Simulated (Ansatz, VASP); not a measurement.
**Cu: VASP beside Ansatz**

Contents of INCAR:

```
SYSTEM = Cu
ALGO = Normal ; EDIFF = 1E-7
EDIFFG = -0.003 ; ENCUT = 700
GGA = CA ; GGA_COMPAT = .FALSE.
IBRION = 2 ; ISIF = 3
ISMEAR = 0 ; LASPH = .TRUE.
LCHARG = .FALSE. ; LREAL = .FALSE.
LWAVE = .FALSE. ; NELM = 120
NELMIN = 4 ; NSW = 80
PREC = Accurate ; SIGMA = 0.1
```

File KPOINTS:

```
k-points
0
G
  12 12 12
  0 0 0
```

The input POSCAR:

```
Cu
1.0
    0.0000000000      1.8000000000      1.8000000000
    1.8000000000      0.0000000000      1.8000000000
    1.8000000000      1.8000000000      0.0000000000
Cu
1
Direct
    0.0000000000      0.0000000000      0.0000000000
```

Input for Ansatz:

```yaml
crystal:
  lattice:
    - [0.0, 1.8, 1.8]
    - [1.8, 0.0, 1.8]
    - [1.8, 1.8, 0.0]
  atoms:
    - { symbol: Cu, position: [0.0, 0.0, 0.0] }
scf:
  occupations: { method: gaussian, width: 0.1 }
output:
  forces: true
  stress: true
  eigenvalues: true
  write_density: true
  write_potential: true
  elf: true
  volumetric_format: npy
hamiltonian:
  xc: lda
kpoints:
  mp_grid: { grid: [12, 12, 12] }
relax:
  f_tol: 0.003
  cell: { stress_tol: 0.05 }
```

Alike in both runs: task relaxation of cell and atoms; functional LDA; k mesh 12 × 12 × 12; occupations gaussian, width 0.1 eV; no spin polarisation.

|  | VASP | Ansatz |
| --- | --- | --- |
| version | VASP 6.6.1 | Ansatz 0.2.0 |
| potentials or method | VASP PAW LDA potentials, release 64 (Cu_sv_GW) | scalar-relativistic, plane waves, PAW |
| plane-wave cutoff (eV) | 700 | 420 |
| valence electrons in the cell | 19 | 19 |

```csv
,VASP,Ansatz,Ansatz less VASP
"gap on the k mesh at the Fermi level, each at its own relaxed structure (eV)",none,none,-
relaxed volume (Å³/atom),10.70,10.88,+0.180
relaxed length of the cell vector where the two differ most in proportion (Å),2.474,2.487,+0.0138
```

LDA's correlation is that of Perdew and Zunger in VASP and of Perdew and Wang (1992) in Ansatz. A gap of «none» marks a metal or a gap that the smearing closes.
